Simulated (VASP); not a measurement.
# Ge (P6_3/mmc) in VASP: a series of runs, part 2 of 2

VASP 6.6.1.

## 3. Relaxation of cell and atoms, PBEsol

The input, INCAR:

```
PREC = Accurate ; ENCUT = 600
EDIFF = 1E-6 ; ISMEAR = 0
SIGMA = 0.1 ; LREAL = False
LASPH = True ; NELM = 100
ALGO = Normal ; ISIF = 3
LWAVE = False ; LCHARG = False
GGA = PS ; IBRION = 2
NSW = 100 ; EDIFFG = -0.005
```

The input, KPOINTS:

```
Automatic mesh
0
Gamma
  12 12 6
```

The input, POSCAR:

```
Ge
1.0
    3.9986137933      0.0000000000      0.0000000000
   -1.9993068967      3.4629011249      0.0000000000
    0.0000000000      0.0000000000      6.5920214105
Ge
4
Direct
    0.6666666667      0.3333333333      0.0627775278
    0.3333333333      0.6666666667      0.5627775278
    0.6666666667      0.3333333333      0.4372224722
    0.3333333333      0.6666666667      0.9372224722
```

Potentials or basis: VASP PAW PBE potentials, release 64 (Ge_d).

Started as:

```sh
$ cat potpaw_PBE.64/Ge_d/POTCAR > POTCAR
$ mpirun -np 1 vasp_std > vasp.out
```

OUTCAR:

```text
PREC = Accurate
   ENCUT = 600
   EDIFF = 1E-6
   ISMEAR = 0
   LREAL = False
   LASPH = True
   NELM = 100
   ISIF = 3
   GGA = PS
   IBRION = 2
   NSW = 100
   EDIFFG = -0.005

 ion  position               nearest neighbor table
   1  0.667  0.333  0.063-   4 2.45   4 2.45   4 2.45   3 2.47
   2  0.333  0.667  0.563-   3 2.45   3 2.45   3 2.45   4 2.47
   3  0.667  0.333  0.437-   2 2.45   2 2.45   2 2.45   1 2.47
   4  0.333  0.667  0.937-   1 2.45   1 2.45   1 2.45   2 2.47

  LATTYP: Found a hexagonal cell.
 ALAT       =     3.9986137933
 C/A-ratio  =     1.6485766696

  Lattice vectors:

 A1 = (   3.9986137933,   0.0000000000,   0.0000000000)
 A2 = (  -1.9993068967,   3.4629011249,   0.0000000000)
 A3 = (   0.0000000000,   0.0000000000,   6.5920214105)

Analysis of symmetry for initial positions (statically):
=====================================================================
 Subroutine PRICEL returns:
 Original cell was already a primitive cell.

 Routine SETGRP: Setting up the symmetry group for a
 hexagonal supercell.

 Subroutine GETGRP returns: Found 24 space group operations
 (whereof 12 operations were pure point group operations)
 out of a pool of 24 trial point group operations.

The static configuration has the point symmetry D_3d.
 The point group associated with its full space group is D_6h.

Analysis of symmetry for dynamics (positions and initial velocities):
=====================================================================
 Subroutine PRICEL returns:
 Original cell was already a primitive cell.

 Routine SETGRP: Setting up the symmetry group for a
 hexagonal supercell.

 Subroutine GETGRP returns: Found 24 space group operations
 (whereof 12 operations were pure point group operations)
 out of a pool of 24 trial point group operations.

The dynamic configuration has the point symmetry D_3d.
 The point group associated with its full space group is D_6h.

 Subroutine INISYM returns: Found 24 space group operations
 (whereof 12 operations are pure point group operations),
 and found     1 'primitive' translations

----------------------------------------------------------------------------------------

                                     Primitive cell

  volume of cell :      91.2784

  direct lattice vectors                    reciprocal lattice vectors
     3.998613793  0.000000000  0.000000000     0.250086668  0.144387605  0.000000000
    -1.999306897  3.462901125  0.000000000     0.000000000  0.288775210  0.000000000
     0.000000000  0.000000000  6.592021411     0.000000000  0.000000000  0.151698536

  length of vectors
     3.998613793  3.998613793  6.592021411     0.288775210  0.288775210  0.151698536

  position of ions in fractional coordinates (direct lattice)
     0.666666667  0.333333333  0.062777528
     0.333333333  0.666666667  0.562777528
     0.666666667  0.333333333  0.437222472
     0.333333333  0.666666667  0.937222472

  ion indices of the primitive-cell ions
   primitive index   ion index
                 1           1
                 2           2
                 3           3
                 4           4

[... 26 lines left out ...]
 Following reciprocal coordinates:
            Coordinates               Weight
  0.000000  0.000000  0.000000      1.000000
  0.083333 -0.000000  0.000000      6.000000
  0.166667 -0.000000  0.000000      6.000000
  0.250000  0.000000  0.000000      6.000000
  0.333333 -0.000000  0.000000      6.000000
  0.416667 -0.000000  0.000000      6.000000
[... 16 lines left out ...]
  0.250000  0.000000  0.166667     12.000000
  0.333333 -0.000000  0.166667     12.000000
 [... further k-points ...]
   k-points           NKPTS =     76   k-points in BZ     NKDIM =     76   number of bands    NBANDS=     33
   number of dos      NEDOS =    301   number of ions     NIONS =      4
   total plane-waves  NPLWV =  55296
   dimension x,y,z NGX =    32 NGY =   32 NGZ =   54
   dimension x,y,z NGXF=    64 NGYF=   64 NGZF=  108
   ions per type =               4
   NGX,Y,Z   is equivalent  to a cutoff of  13.30, 13.30, 13.62 a.u.
   NGXF,Y,Z  is equivalent  to a cutoff of  26.61, 26.61, 27.24 a.u.
 SYSTEM =  unknown system
   PREC   = accura    normal or accurate (medium, high low for compatibility)
   ISTART =      0    job   : 0-new  1-cont  2-samecut
   ICHARG =      2    charge: 1-file 2-atom 10-const
   ISPIN  =      1    spin polarized calculation?
   LNONCOLLINEAR =      F non collinear calculations
   LSORBIT =      F    spin-orbit coupling
   LASPH  =      T    aspherical Exc in radial PAW
   ENCUT  =  600.0 eV  44.10 Ry    6.64 a.u.   7.99  7.99 13.17*2*pi/ulx,y,z
   NELM   =    100;   NELMIN=  2; NELMDL= -5     # of ELM steps
   EDIFF  = 0.1E-05   stopping-criterion for ELM
   LREAL  =      F    real-space projection
   EDIFFG = -.5E-02   stopping-criterion for IOM
   NSW    =    100    number of steps for IOM
   IBRION =      2    ionic relax: 0-MD 1-quasi-New 2-CG
   NFREE  =      1    steps in history (QN), initial steepest desc. (CG)
   ISIF   =      3    stress and relaxation
   ISYM   =      2    0-nonsym 1-usesym 2-fastsym
   POTIM  = 0.5000    time-step for ionic-motion
   TEBEG  =    0.0;   TEEND  =   0.0 temperature during run
   PSTRESS=    0.0 pullay stress
   NELECT =      56.0000    total number of electrons
   NUPDOWN=      -1.0000    fix difference up-down
   EMIN   =  10.00;   EMAX   =-10.00  energy-range for DOS
   EFERMI =   0.00;   METHOD = LEGACY
   ISMEAR =     0;   SIGMA  =   0.10  broadening in eV -4-tet -1-fermi 0-gaus
   EFERMI_NEDOS =   21; number of points for ismear=-14 and -15
   IALGO  =     38    algorithm
   IMIX   =      4    mixing-type and parameters
     AMIX     =   0.40;   BMIX     =  1.00
     AMIX_MAG =   1.60;   BMIX_MAG =  1.00
  volume/ion in A,a.u.               =      22.82       153.99
  Fermi-wavevector in a.u.,A,eV,Ry     =   1.391067  2.628736 26.328199  1.935068
  Thomas-Fermi vector in A             =   2.514942
   LORBIT       =      0    0 simple, 1 ext, 2 COOP (PROOUT), +10 PAW based schemes
   GGA     = PS    functional components
   LHFCALC =     F    Hartree Fock is set to
   AEXX    =    0.0000 exact exchange contribution
   IVDW    =     0    specifies the selected vdW correction
   LEPSILON=     F    determine dielectric tensor
   LRPA    =     F    only Hartree local field effects (RPA)
 conjugate gradient relaxation of ions
 non-spin polarized calculation
 Gauss-broadening in eV      SIGMA  =   0.10
  energy-cutoff  :      600.00
  volume of cell :       91.28
 maximum number of plane-waves:      3070
 NGX is ok and might be reduce to    32
   NGX = 15   NGY = 15   NGZ = 27

--------------------------------------- Ionic step        1  -------------------------------------------

 number of electron      55.9999986 magnetization

 Free energy of the ion-electron system (eV)
  ---------------------------------------------------
  ext. energy  EPLUGINS =         0.00000000
  ---------------------------------------------------
  free energy    TOTEN  =       -19.68483368 eV

  energy without entropy =      -19.68423688  energy(sigma->0) =      -19.68453528

------------------------ aborting loop because EDIFF is reached ----------------------------------------

  FORCE on cell =-STRESS in cart. coord.  units (eV):
  Direction    XX          YY          ZZ          XY          YZ          ZX
  --------------------------------------------------------------------------------------
  -------------------------------------------------------------------------------------
  Total       -0.0652278     -0.0652278     -0.0314021      0.0000000     -0.0000000      0.0000000
  in kB       -1.1449209     -1.1449209     -0.5511903      0.0000000     -0.0000000      0.0000000
  external PRESSURE =      -0.9470107 kB  Pullay stress =       0.0000000 kB
[... 101 lines left out ...]
--------------------------------------- Ionic step        4  -------------------------------------------

 number of electron      55.9999987 magnetization

 Free energy of the ion-electron system (eV)
  ---------------------------------------------------
  ext. energy  EPLUGINS =         0.00000000
  ---------------------------------------------------
  free energy    TOTEN  =       -19.68485775 eV

  energy without entropy =      -19.68426022  energy(sigma->0) =      -19.68455899

 E-fermi :   4.8688     XC(G=0): -10.0919

 val. band max:        4.8299421080   @ k =   0.0000   0.0000   0.0000
 cond. band min:       4.9672216351   @ k =   0.0000   0.0000   0.0000
 fundamental gap:      0.1372795271
 Fermi energy:         4.8687823477

 k-point     1 :       0.0000    0.0000    0.0000
  band No.  band energies     occupation
      1     -19.9952      2.00000
      2     -19.9952      2.00000
      3     -19.9574      2.00000
      4     -19.9567      2.00000
      5     -19.9567      2.00000
      6     -19.9436      2.00000
[... 853 lines left out ...]
     32       8.8068      0.00000
     33       9.4485      0.00000

 [... further k-points ...]
[... 5 lines left out ...]
  --------------------------------------------------------------------------------------
  -------------------------------------------------------------------------------------
  Total        0.0041801      0.0041801      0.0193694     -0.0000000      0.0000000     -0.0000000
  in kB        0.0734702      0.0734702      0.3404429     -0.0000000      0.0000000     -0.0000000
  external PRESSURE =       0.1624611 kB  Pullay stress =       0.0000000 kB
[... 19 lines left out ...]
  FREE ENERGIE OF THE ION-ELECTRON SYSTEM (eV)
  ---------------------------------------------------
  free  energy   TOTEN  =       -19.6848577533 eV

  energy  without entropy=      -19.6842602230  energy(sigma->0) =      -19.68455899

 reached required accuracy - stopping structural energy minimisation
```

OSZICAR:

```text
N       E                     dE             d eps       ncg     rms          rms(c)
DAV:   1     0.511235550845E+03    0.51124E+03   -0.31468E+04  5665   0.504E+03
DAV:   2     0.679700716648E+02   -0.44327E+03   -0.43625E+03  5016   0.893E+02
[... 24 lines left out ...]
   3 F= -.19684859E+02 E0= -.19684560E+02  d E =-.252394E-04
       N       E                     dE             d eps       ncg     rms          rms(c)
DAV:   1    -0.196848760066E+02   -0.16578E-04   -0.26441E-04  6896   0.258E-01    0.255E-02
DAV:   2    -0.196848618441E+02    0.14163E-04   -0.24186E-05  6360   0.781E-02    0.128E-02
DAV:   3    -0.196848576752E+02    0.41689E-05   -0.86983E-06  6079   0.418E-02    0.283E-03
DAV:   4    -0.196848577533E+02   -0.78167E-07   -0.11421E-06  2805   0.166E-02
   4 F= -.19684858E+02 E0= -.19684559E+02  d E =-.240732E-04
```

Wall time 11 min (1 thread of Oxide Virtual Turin-like, shared host); peak memory 0.32 GiB.

What came out:

| Property | Result |
| --- | --- |
| Free energy | -19.6849 eV |
| Relaxed volume | 22.79 Å³/atom |
| Relaxed cell | a = 3.996 Å, b = 3.996 Å, c = 6.590 Å, α = 90.00°, β = 90.00°, γ = 120.00° |
| Space group after relaxing (to 0.05 Å) | P6_3/mmc (No. 194) |
| Energy gained by relaxing | 0.0 meV/atom |
| Ionic steps | 4 |
| Pressure after relaxing | 0.0 GPa |
| Largest force after relaxing | 0.003 eV/Å |
| Band gap on the k mesh | zero (band 28 reaches 4.83 eV, above the bottom of band 29 at 4.79 eV) |

Forces on the atoms (eV/Å):
```
Ge   0.000  0.000  0.003
Ge   0.000  0.000  0.003
Ge   0.000  0.000 -0.003
Ge   0.000  0.000 -0.003
```

Final structure:
```
Ge
1.0
     3.99644    0.00000    0.00000
    -1.99822    3.46102    0.00000
     0.00000    0.00000    6.59030
Ge
4
Direct
  0.66667 0.33333 0.06280
  0.33333 0.66667 0.56280
  0.66667 0.33333 0.43720
  0.33333 0.66667 0.93720
```

Levels at points of the mesh, in eV from the Fermi level:
```csv
k point,band 26,band 27,band 28,band 29,band 30,band 31
"(0.00, 0.00, 0.00)",-0.17,-0.17,-0.04,0.10,0.10,2.22
"(0.50, 0.00, 0.00)",-3.11,-2.86,-1.47,0.43,1.59,3.48
"(0.00, 0.00, 0.50)",-0.88,-0.88,-0.88,0.62,0.62,3.33
"(0.50, 0.00, 0.50)",-2.58,-2.45,-2.45,0.45,0.45,2.03
```

Caveat: the PAW data sets were made with another functional, which shifts forces and pressure a little.
